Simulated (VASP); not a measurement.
**Ba2O (antifluorite type): single point with PBE**

Ba2O (antifluorite type):

```xyz
3
Lattice="0.0000 3.3474 3.3474 3.3474 0.0000 3.3474 3.3474 3.3474 0.0000" Properties=species:S:1:pos:R:3 pbc="T T T"
Ba    1.6737    1.6737    1.6737
Ba    5.0211    5.0211    5.0211
O     0.0000    0.0000    0.0000
```

| Property | Result |
| --- | --- |
| Program | VASP 6.6.1 |
| Task | single point |
| Functional | PBE |
| Potentials or basis | VASP PAW PBE potentials, release 64 (Ba_sv, O) |
| Cutoff | 520 eV |
| k mesh | 14 × 14 × 14 |
| Occupations | fermi-dirac, width 0.0612256 eV |
| Spin | no spin polarisation |

* Pressure: 4.5 GPa
* Band gap on the k mesh: zero (bands 13 and 14 overlap by 0.73 eV)

Levels at points of the mesh, in eV from the Fermi level:
```
           k point  band 9  band 10  band 11  band 12  band 13  band 14  band 15  band 16  band 17  band 18
(0.00, 0.00, 0.00)  -13.08    -4.38    -4.38    -4.38    -0.96    -0.62    -0.62     1.94     1.94     1.94
(0.50, 0.00, 0.00)  -13.62    -3.66    -3.66    -3.32     0.06     1.91     1.91     3.47     3.61     3.61
(0.50, 0.50, 0.00)  -12.52    -4.03    -3.25    -3.25    -1.33     0.37     1.31     2.11     4.08     4.08
```

Run time: 110 s on 1 thread of AMD EPYC 9R45 96-Core Processor (Zen 5) (shared host), peak memory 0.27 GiB.

Caveat: the cell stands under pressure; spin-orbit coupling is left out, which moves the levels of the heavy elements.
